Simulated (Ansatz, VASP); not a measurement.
**BP in VASP and in Ansatz**

File POSCAR:

```
BP
1.0
    0.0000000000      2.2690000000      2.2690000000
    2.2690000000      0.0000000000      2.2690000000
    2.2690000000      2.2690000000      0.0000000000
P B
1 1
Direct
    0.7500000000      0.7500000000      0.7500000000
    0.0000000000      0.0000000000      0.0000000000
```

File INCAR.step1:

```
PREC = Accurate ; ENCUT = 520
EDIFF = 1E-5 ; ISMEAR = -1
SIGMA = 0.05 ; LREAL = F
LASPH = T ; NELM = 80
ALGO = Normal ; ISIF = 2
LWAVE = T ; LCHARG = F
NBANDS = 11 ; GGA = PE
```

File INCAR.step2:

```
PREC = Accurate ; ENCUT = 520
EDIFF = 1E-6 ; ISMEAR = -1
SIGMA = 0.05 ; LREAL = F
LASPH = T ; NELM = 80
ALGO = Normal ; ISIF = 2
LWAVE = F ; LCHARG = F
METAGGA = R2SCAN ; LHFCALC = T
AEXX = 0.25 ; LMIXTAU = T
PRECFOCK = Normal ; NBANDS = 11
ISTART = 1
```

Contents of KPOINTS:

```
regular mesh
0
Gamma
  5 5 5
```

File input.yaml:

```yaml
crystal:
  lattice:
    - [0.0, 2.269, 2.269]
    - [2.269, 0.0, 2.269]
    - [2.269, 2.269, 0.0]
  atoms:
    - { symbol: P, position: [0.75, 0.75, 0.75] }
    - { symbol: B, position: [0.0, 0.0, 0.0] }
hamiltonian:
  xc: r2scan0
  pseudopotentials: { kind: paw }
kpoints:
  mp_grid: { grid: [5, 5, 5] }
scf:
  occupations: { method: fermi_dirac, width: 0.05 }
output:
  forces: true
  stress: true
  eigenvalues: true
```

Alike in both runs: task single point; functional r2SCAN0; k mesh 5 × 5 × 5; occupations fermi-dirac, width 0.05 eV; no spin polarisation.

```csv
,VASP,Ansatz
version,VASP 6.6.1,Ansatz 0.2.0
potentials or method,"VASP PAW PBE potentials, release 64 (P, B)",Ansatz PAW
plane-wave cutoff (eV),520,500
valence electrons in the cell,8,8
```

Ansatz gave:

- gap on the k mesh at the Fermi level (eV): 2.76
- least direct gap on the mesh (eV): 5.12
- pressure (GPa): -1.9

Problem. Which values does VASP return?

Solution. gap on the k mesh at the Fermi level (eV): 2.82; least direct gap on the mesh (eV): 5.19; pressure (GPa): -2.6.

VASP's potentials were made for PBE, not for r2SCAN0.

The k mesh is coarse, so the values compare programs but aren't converged. Noted on Ansatz's run: odd divisions of the mesh miss points on the zone boundary, where band edges often lie, so the gap on the mesh can be too wide.
